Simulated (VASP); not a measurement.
# Sb (R-3m) in VASP: notebook

Runs on Sb. Level: PBE. Tasks: relaxation of shape and atoms at fixed volume, single point.

Everything below comes from runs of VASP 6.6.1. Logs are shortened: lines on timing, memory, paths and dates and some standing lists are left out, and cuts for length are marked.

## (1) The cell of the first run

The structure is trigonal, space group R-3m (No. 166). The conventional cell has a = 4.249 Å, b = 4.249 Å, c = 10.764 Å, α = 90.00°, β = 90.00°, γ = 120.00°. Within 3.8 Å of Sb (site symmetry 3m) lie 6 Sb at 2.89 to 3.20 Å.

## (2) Relaxation of shape and atoms at fixed volume, PBE (28.05 Å³/atom)

File INCAR:

```
SYSTEM = Sb
PREC = Accurate ; ENCUT = 600
EDIFF = 1E-6 ; ISMEAR = 0
SIGMA = 0.1 ; LREAL = .False.
LASPH = .True. ; NELM = 100
ALGO = Normal ; ISIF = 4
LWAVE = .False. ; LCHARG = .False.
GGA = PE ; IBRION = 2
NSW = 50 ; EDIFFG = -0.01
```

File KPOINTS:

```
regular mesh
0
Gamma
  18 18 18
  0 0 0
```

File POSCAR:

```
Sb
1.0
    2.1244365108      1.2265439914      3.5880095276
   -2.1244365108      1.2265439914      3.5880095276
    0.0000000000     -2.4530879827      3.5880095276
Sb
2
Direct
    0.2378972104      0.2378972104      0.2378972104
    0.7621027896      0.7621027896      0.7621027896
```

Potentials or basis: VASP PAW PBE potentials, release 64 (Sb).

Launch:

```bash
> cat potpaw_PBE.64/Sb/POTCAR > POTCAR
> mpirun -np 1 vasp_std > vasp.out
```

OUTCAR:

```text
SYSTEM = Sb
   PREC = Accurate
   ENCUT = 600
   EDIFF = 1E-6
   ISMEAR = 0
   LREAL = .False.
   LASPH = .True.
   NELM = 100
   ISIF = 4
   GGA = PE
   IBRION = 2
   NSW = 50
   EDIFFG = -0.01

 ion  position               nearest neighbor table
   1  0.238  0.238  0.238-   2 2.89   2 2.89   2 2.89   2 3.20   2 3.20   2 3.20
   2  0.762  0.762  0.762-   1 2.89   1 2.89   1 2.89   1 3.20   1 3.20   1 3.20

  LATTYP: Found a trigonal (rhomboedric) cell.
 ALAT       =     4.3464299168
 COS(alpha) =     0.5221933979

  Lattice vectors:

 A1 = (   2.1244365108,   1.2265439914,   3.5880095276)
 A2 = (  -2.1244365108,   1.2265439914,   3.5880095276)
 A3 = (   0.0000000000,  -2.4530879827,   3.5880095276)

Analysis of symmetry for initial positions (statically):
=====================================================================
 Subroutine PRICEL returns:
 Original cell was already a primitive cell.

 Routine SETGRP: Setting up the symmetry group for a
 trigonal (rhombohedral) supercell.

 Subroutine GETGRP returns: Found 12 space group operations
 (whereof 12 operations were pure point group operations)
 out of a pool of 12 trial point group operations.

The static configuration has the point symmetry D_3d.

Analysis of symmetry for dynamics (positions and initial velocities):
=====================================================================
 Subroutine PRICEL returns:
 Original cell was already a primitive cell.

 Routine SETGRP: Setting up the symmetry group for a
 trigonal (rhombohedral) supercell.

 Subroutine GETGRP returns: Found 12 space group operations
 (whereof 12 operations were pure point group operations)
 out of a pool of 12 trial point group operations.

The dynamic configuration has the point symmetry D_3d.

 Subroutine INISYM returns: Found 12 space group operations
 (whereof 12 operations are pure point group operations),
 and found     1 'primitive' translations

----------------------------------------------------------------------------------------

                                     Primitive cell

  volume of cell :      56.0960

  direct lattice vectors                    reciprocal lattice vectors
     2.124436511  1.226543991  3.588009528     0.235356527  0.135883154  0.092902020
    -2.124436511  1.226543991  3.588009528    -0.235356527  0.135883154  0.092902020
     0.000000000 -2.453087983  3.588009528     0.000000000 -0.271766309  0.092902020

  length of vectors
     4.346429917  4.346429917  4.346429917     0.287206741  0.287206741  0.287206741

  position of ions in fractional coordinates (direct lattice)
     0.237897210  0.237897210  0.237897210
     0.762102790  0.762102790  0.762102790

  ion indices of the primitive-cell ions
   primitive index   ion index
                 1           1
                 2           2

----------------------------------------------------------------------------------------

 KPOINTS: regular mesh

Automatic generation of k-mesh.
 Grid dimensions read from file:
 generate k-points for:   18   18   18

 Generating k-lattice:

  Cartesian coordinates                     Fractional coordinates (reciprocal lattice)
     0.013075363  0.007549064  0.005161223     0.055555556  0.000000000  0.000000000
    -0.013075363  0.007549064  0.005161223     0.000000000  0.055555556  0.000000000
     0.000000000 -0.015098128  0.005161223     0.000000000  0.000000000  0.055555556

  Length of vectors
     0.015955930  0.015955930  0.015955930

  Shift w.r.t. Gamma in fractional coordinates (k-lattice)
     0.000000000  0.000000000  0.000000000

 Subroutine IBZKPT returns following result:
 ===========================================

 Found    580 irreducible k-points:

 Following reciprocal coordinates:
            Coordinates               Weight
  0.000000  0.000000  0.000000      1.000000
  0.055556 -0.000000  0.000000      6.000000
  0.111111 -0.000000  0.000000      6.000000
  0.166667 -0.000000 -0.000000      6.000000
  0.222222  0.000000  0.000000      6.000000
  0.277778  0.000000 -0.000000      6.000000
[... 16 lines left out ...]
 -0.277778  0.055556  0.000000     12.000000
 -0.222222  0.055556  0.000000     12.000000
 [... further k-points ...]
   k-points           NKPTS =    580   k-points in BZ     NKDIM =    580   number of bands    NBANDS=      9
   number of dos      NEDOS =    301   number of ions     NIONS =      2
   total plane-waves  NPLWV =  46656
   dimension x,y,z NGX =    36 NGY =   36 NGZ =   36
   dimension x,y,z NGXF=    72 NGYF=   72 NGZF=   72
   ions per type =               2
   NGX,Y,Z   is equivalent  to a cutoff of  13.77, 13.77, 13.77 a.u.
   NGXF,Y,Z  is equivalent  to a cutoff of  27.54, 27.54, 27.54 a.u.
 SYSTEM =  Sb
   PREC   = accura    normal or accurate (medium, high low for compatibility)
   ISTART =      0    job   : 0-new  1-cont  2-samecut
   ICHARG =      2    charge: 1-file 2-atom 10-const
   ISPIN  =      1    spin polarized calculation?
   LNONCOLLINEAR =      F non collinear calculations
   LSORBIT =      F    spin-orbit coupling
   LASPH  =      T    aspherical Exc in radial PAW
   ENCUT  =  600.0 eV  44.10 Ry    6.64 a.u.   8.68  8.68  8.68*2*pi/ulx,y,z
   NELM   =    100;   NELMIN=  2; NELMDL= -5     # of ELM steps
   EDIFF  = 0.1E-05   stopping-criterion for ELM
   LREAL  =      F    real-space projection
   EDIFFG = -.1E-01   stopping-criterion for IOM
   NSW    =     50    number of steps for IOM
   IBRION =      2    ionic relax: 0-MD 1-quasi-New 2-CG
   NFREE  =      1    steps in history (QN), initial steepest desc. (CG)
   ISIF   =      4    stress and relaxation
   ISYM   =      2    0-nonsym 1-usesym 2-fastsym
   POTIM  = 0.5000    time-step for ionic-motion
   TEBEG  =    0.0;   TEEND  =   0.0 temperature during run
   PSTRESS=    0.0 pullay stress
   NELECT =      10.0000    total number of electrons
   NUPDOWN=      -1.0000    fix difference up-down
   EMIN   =  10.00;   EMAX   =-10.00  energy-range for DOS
   EFERMI =   0.00;   METHOD = LEGACY
   ISMEAR =     0;   SIGMA  =   0.10  broadening in eV -4-tet -1-fermi 0-gaus
   EFERMI_NEDOS =   21; number of points for ismear=-14 and -15
   IALGO  =     38    algorithm
   IMIX   =      4    mixing-type and parameters
     AMIX     =   0.40;   BMIX     =  1.00
     AMIX_MAG =   1.60;   BMIX_MAG =  1.00
  volume/ion in A,a.u.               =      28.05       189.28
  Fermi-wavevector in a.u.,A,eV,Ry     =   0.921363  1.741124 11.550127  0.848910
  Thomas-Fermi vector in A             =   2.046771
   LORBIT       =      0    0 simple, 1 ext, 2 COOP (PROOUT), +10 PAW based schemes
   GGA     = PE    functional components
   LHFCALC =     F    Hartree Fock is set to
   AEXX    =    0.0000 exact exchange contribution
   IVDW    =     0    specifies the selected vdW correction
   LEPSILON=     F    determine dielectric tensor
   LRPA    =     F    only Hartree local field effects (RPA)
 conjugate gradient relaxation of ions
 non-spin polarized calculation
 Gauss-broadening in eV      SIGMA  =   0.10
  energy-cutoff  :      600.00
  volume of cell :       56.10
 maximum number of plane-waves:      1910
   NGX = 17   NGY = 17   NGZ = 17

--------------------------------------- Ionic step        1  -------------------------------------------

 number of electron      10.0000000 magnetization

 Free energy of the ion-electron system (eV)
  ---------------------------------------------------
  ext. energy  EPLUGINS =         0.00000000
  ---------------------------------------------------
  free energy    TOTEN  =        -8.15045824 eV

  energy without entropy =       -8.14895385  energy(sigma->0) =       -8.14970605

------------------------ aborting loop because EDIFF is reached ----------------------------------------

  FORCE on cell =-STRESS in cart. coord.  units (eV):
  Direction    XX          YY          ZZ          XY          YZ          ZX
  --------------------------------------------------------------------------------------
  -------------------------------------------------------------------------------------
  Total        2.3332462      2.3332462      2.1950005      0.0000000      0.0000000     -0.0000000
  in kB       66.6406822     66.6406822     62.6921961      0.0000000      0.0000000     -0.0000000
  external PRESSURE =      65.3245202 kB  Pullay stress =       0.0000000 kB

 VOLUME and BASIS-vectors are now :
 -----------------------------------------------------------------------------
  energy-cutoff  :      600.00
  volume of cell :       56.10
      direct lattice vectors                 reciprocal lattice vectors
     2.124436511  1.226543991  3.588009528     0.235356527  0.135883154  0.092902020
    -2.124436511  1.226543991  3.588009528    -0.235356527  0.135883154  0.092902020
     0.000000000 -2.453087983  3.588009528     0.000000000 -0.271766309  0.092902020
[... 181 lines left out ...]
 POSITION                                       TOTAL-FORCE (eV/Angst)
 -----------------------------------------------------------------------------------
     -0.00000      0.00000      2.56577         0.000000     -0.000000     -0.003631
     -0.00000      0.00000      8.11680        -0.000000      0.000000      0.003631
 -----------------------------------------------------------------------------------
    total drift:                                0.000000      0.000000     -0.000000

  FREE ENERGIE OF THE ION-ELECTRON SYSTEM (eV)
  ---------------------------------------------------
  free  energy   TOTEN  =        -8.1552426176 eV

  energy  without entropy=       -8.1532796659  energy(sigma->0) =       -8.15426114

--------------------------------------- Ionic step        7  -------------------------------------------

 number of electron      10.0000000 magnetization

 Free energy of the ion-electron system (eV)
  ---------------------------------------------------
  ext. energy  EPLUGINS =         0.00000000
  ---------------------------------------------------
  free energy    TOTEN  =        -8.15526720 eV

  energy without entropy =       -8.15333879  energy(sigma->0) =       -8.15430299

 E-fermi :   8.0713     XC(G=0):  -9.8745

 val. band max:        8.0670118483   @ k =   0.3889   0.2222   0.2222
 cond. band min:       8.0716587557   @ k =   0.5000  -0.0000  -0.0000
 fundamental gap:      0.0046469074
 Fermi energy:         8.0712732069

 k-point     1 :       0.0000    0.0000    0.0000
  band No.  band energies     occupation
      1      -4.9819      2.00000
      2       3.8379      2.00000
      3       6.1486      2.00000
      4       6.2250      2.00000
      5       6.2250      2.00000
      6      10.9272      0.00000
      7      11.2382      0.00000
      8      11.2382      0.00000
      9      12.8921      0.00000

 k-point     2 :       0.0556   -0.0000    0.0000
  band No.  band energies     occupation
      1      -4.9458      2.00000
      2       3.5985      2.00000
      3       6.1606      2.00000
      4       6.2258      2.00000
      5       6.3761      2.00000
      6      10.8422      0.00000
      7      11.0966      0.00000
      8      11.1258      0.00000
      9      12.7771      0.00000
[... 253 lines left out ...]
 k-point    24 :      -0.2222    0.0556    0.0000
  band No.  band energies     occupation
      1      -4.2733      2.00000
      2       1.2455      2.00000
      3       5.7171      2.00000
      4       6.6595      2.00000
      5       7.5189      2.00000
      6       9.0413      0.00000
      7       9.2488      0.00000
      8      10.6430      0.00000
      9      12.8463      0.00000

 [... further k-points ...]

------------------------ aborting loop because EDIFF is reached ----------------------------------------

  FORCE on cell =-STRESS in cart. coord.  units (eV):
  Direction    XX          YY          ZZ          XY          YZ          ZX
  --------------------------------------------------------------------------------------
  -------------------------------------------------------------------------------------
  Total        2.0534335      2.0534335      2.0542519      0.0000000      0.0000000     -0.0000000
  in kB       58.6488513     58.6488513     58.6722260      0.0000000      0.0000000     -0.0000000
  external PRESSURE =      58.6566429 kB  Pullay stress =       0.0000000 kB

 VOLUME and BASIS-vectors are now :
 -----------------------------------------------------------------------------
  energy-cutoff  :      600.00
  volume of cell :       56.10
      direct lattice vectors                 reciprocal lattice vectors
     2.134088519  1.232116581  3.555627382     0.234292062  0.135268585  0.093748106
    -2.134088519  1.232116581  3.555627382    -0.234292062  0.135268585  0.093748106
    -0.000000000 -2.464233162  3.555627382     0.000000000 -0.270537170  0.093748106

 POSITION                                       TOTAL-FORCE (eV/Angst)
 -----------------------------------------------------------------------------------
     -0.00000      0.00000      2.56171        -0.000000      0.000000      0.000249
     -0.00000      0.00000      8.10517         0.000000     -0.000000     -0.000249
 -----------------------------------------------------------------------------------
    total drift:                                0.000000      0.000000      0.000000

  FREE ENERGIE OF THE ION-ELECTRON SYSTEM (eV)
  ---------------------------------------------------
  free  energy   TOTEN  =        -8.1552671955 eV

  energy  without entropy=       -8.1533387862  energy(sigma->0) =       -8.15430299

 reached required accuracy - stopping structural energy minimisation
```

Wall time 8.4 min (1 thread of Intel Xeon Platinum 8488C (Sapphire Rapids), shared host); peak memory 0.48 GiB.

Results:

```
Free energy               : -8.1553 eV
Energy gained by relaxing : 2.4 meV/atom
Ionic steps               : 7
Pressure after relaxing   : 5.9 GPa
Band gap on the k mesh    : zero (bands 5 and 6 overlap by 0.57 eV)
```

Step by step:
```
step  energy change (eV)  largest force (eV/Å)  pressure (GPa)  volume (Å³)
   1              0.0000                0.1846            6.53        56.10
   2             -0.0029                0.1081            6.28        56.10
   3             -0.0046                0.0274            5.79        56.10
   4             -0.0047                0.0102            5.86        56.10
   5             -0.0047                0.0070            5.87        56.10
   6             -0.0048                0.0036            5.87        56.10
   7             -0.0048                0.0002            5.87        56.10
```

Final structure:
```
CELL_PARAMETERS angstrom
2.13409 1.23212 3.55563
-2.13409 1.23212 3.55563
0.00000 -2.46423 3.55563
ATOMIC_POSITIONS crystal
Sb 0.24016 0.24016 0.24016
Sb 0.75984 0.75984 0.75984
```

Levels at points of the mesh, in eV from the Fermi level:
```tsv
k point	band 1	band 2	band 3	band 4	band 5	band 6	band 7	band 8	band 9
(0.00, 0.00, 0.00)	-13.05	-4.23	-1.92	-1.85	-1.85	2.86	3.17	3.17	4.82
(0.50, 0.00, 0.00)	-10.40	-9.96	-1.48	-1.30	-0.38	0.00	0.06	0.36	8.42
(0.50, 0.50, 0.00)	-10.41	-7.68	-5.96	-3.94	-3.91	1.67	5.53	5.73	7.85
(0.50, 0.50, 0.50)	-10.88	-9.55	-1.13	-1.13	-0.26	-0.26	-0.17	0.85	7.99
```

Caveat: spin-orbit coupling is left out, which moves the levels of the heavy elements.

[end of part 1 of 2]
